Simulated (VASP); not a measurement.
Write the native input for VASP 6.6.1 that does the following.

```yaml
Task: single point
Functional: PBE
Potentials_or_basis: VASP PAW PBE potentials, release 64 (Zn, Se)
Cutoff: 520 eV
k_mesh: 3 × 3 × 6
Occupations: gaussian, width 0.1 eV
Spin: no spin polarisation
Dipole_correction: no
Further_INCAR_settings: ALGO = Normal; EDIFF = 1e-06; NBANDS = 30
```

The structure of ZnSe5 lies in POSCAR:

```
ZnSe5
1.0
    7.2567133095      0.0000000000      0.0000000000
   -3.6283566548      6.2844980740      0.0000000000
    0.0000000000      0.0000000000      3.5100401477
Zn Se
1 5
Direct
    0.0000000000      0.0000000000      0.0000000000
    0.5000000000      0.0000000000      0.5000000000
    0.5000000000      0.5000000000      0.5000000000
    0.0000000000      0.5000000000      0.5000000000
    0.3333333333      0.6666666667      0.0000000000
    0.6666666667      0.3333333333      0.0000000000
```

One way to write it, as run:

INCAR

```
PREC = Accurate ; ENCUT = 520
EDIFF = 1E-6 ; ISMEAR = 0
SIGMA = 0.1 ; LREAL = False
LASPH = True ; NELM = 60
ALGO = Normal ; ISIF = 2
LWAVE = False ; LCHARG = True
GGA = PE ; LELF = True
LVHAR = True ; NBANDS = 30
```

KPOINTS

```
regular mesh
0
Gamma
  3 3 6
```

Potentials or basis: VASP PAW PBE potentials, release 64 (Zn, Se).

Run with:

```sh
$ cat potpaw_PBE.64/Zn/POTCAR potpaw_PBE.64/Se/POTCAR > POTCAR
$ mpirun -np 1 vasp_std > vasp.out
```

Results of the run:

```yaml
Pressure: 0.1 GPa
Band_gap_on_the_k_mesh: zero (band 21 reaches 3.07 eV, above the bottom of band 22 at 1.60 eV)
```

It took 39 s on 1 thread of AMD EPYC 9R45 96-Core Processor (Zen 5), with other jobs on the host, peak memory 0.25 GiB.
